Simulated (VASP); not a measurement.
AlGa2N3:

```
Al N Ga
1.0
    -1.48591    1.48591    6.32164
     1.48591   -1.48591    6.32164
     1.48591    1.48591   -6.32164
Al N Ga
1 3 2
Direct
  0.00000 0.00000 0.00000
  0.83665 0.83665 0.00000
  0.16335 0.16335 0.00000
  0.50000 0.50000 0.00000
  0.33423 0.33423 0.00000
  0.66577 0.66577 0.00000
```

```yaml
Program: VASP 6.6.1
Task: relaxation of cell and atoms
Functional: r2SCAN
Potentials_or_basis: VASP PAW PBE potentials, release 64 (Al, N, Ga_d)
Cutoff: 660 eV
k_mesh: 10 × 10 × 10
Occupations: fermi-dirac, width 0.02 eV
Spin: no spin polarisation
```

At the start: pressure -7.0 GPa; volume 9.31 Å³/atom.

Task: How do energy, volume and symmetry change on relaxing?

Result: Over 10 steps the energy falls by 6.1 meV/atom and the volume is 9.04 Å³/atom (-2.9 %); space group I4/mmm (No. 139, to 0.1 Å) before and after.

The path:
```
step  energy change (eV)  largest force (eV/Å)  pressure (GPa)  volume (Å³)
   1              0.0000                0.0328           -6.98        55.83
   2              0.0039                0.0395            8.32        52.62
   3             -0.0365                0.0347            0.04        54.23
   4             -0.0364                0.0346           -0.10        54.26
   5             -0.0366                0.0126           -0.09        54.26
   6             -0.0366                0.0099           -0.09        54.25
   7             -0.0366                0.0130           -0.09        54.25
   8             -0.0366                0.0068           -0.09        54.25
   9             -0.0366                0.0015            0.11        54.21
  10             -0.0366                0.0005            0.04        54.22
```

Final structure:
```
CELL_PARAMETERS angstrom
-1.47183 1.47183 6.25709
1.47183 -1.47183 6.25709
1.47183 1.47183 -6.25709
ATOMIC_POSITIONS crystal
Al 0.00000 0.00000 0.00000
N 0.83641 0.83641 0.00000
N 0.16359 0.16359 0.00000
N 0.50000 0.50000 0.00000
Ga 0.33408 0.33408 0.00000
Ga 0.66592 0.66592 0.00000
```

Caveat: the PAW data sets were made with another functional, which shifts forces and pressure a little.
